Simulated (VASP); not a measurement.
Input of a VASP 6.6.1 run:

The input INCAR:

```
SYSTEM = CoSi2
PREC = Accurate ; ENCUT = 520
EDIFF = 1E-6 ; ISMEAR = 0
SIGMA = 0.1 ; LREAL = .FALSE.
LASPH = .TRUE. ; NELM = 150
ALGO = Normal ; ISIF = 2
LWAVE = .FALSE. ; LCHARG = .FALSE.
ISPIN = 2 ; MAGMOM = 1.53 1.53 0 0 0 0
LORBIT = 11 ; LMAXMIX = 4
GGA = PE ; NBANDS = 30
```

The input KPOINTS:

```
Automatic mesh
0
G
  12 12 4
  0 0 0
```

POSCAR

```
CoSi2
1.0
    3.9994831127      0.0000000000      0.0000000000
   -1.9997415564      3.4636539776      0.0000000000
    0.0000000000      0.0000000000      9.4317782244
Co Si
2 4
Direct
    0.3333333333      0.6666666667      0.0000000000
    0.6666666667      0.3333333333      0.0000000000
    0.0000000000      0.0000000000      0.7492721868
    0.0000000000      0.0000000000      0.2507278132
    0.0000000000      0.0000000000      0.5000000000
    0.0000000000      0.0000000000      0.0000000000
```

Potentials or basis: VASP PAW PBE potentials, release 64 (Co, Si).

Run with:

```bash
$ cat potpaw_PBE.64/Co/POTCAR potpaw_PBE.64/Si/POTCAR > POTCAR
$ mpirun -np 1 vasp_std > vasp.out
```

Q: Predict the pressure.

A: 0.0 GPa.

Q: Predict the largest force.

A: 0.021 eV/Å.

Q: Predict the net moment.

A: 2.64 μB per cell.

Forces in eV/Å, atoms in the order of the input:
```
Co   0.000  0.000  0.000
Co   0.000  0.000  0.000
Si   0.000  0.000  0.021
Si   0.000  0.000 -0.021
Si   0.000  0.000  0.000
Si   0.000  0.000  0.000
```
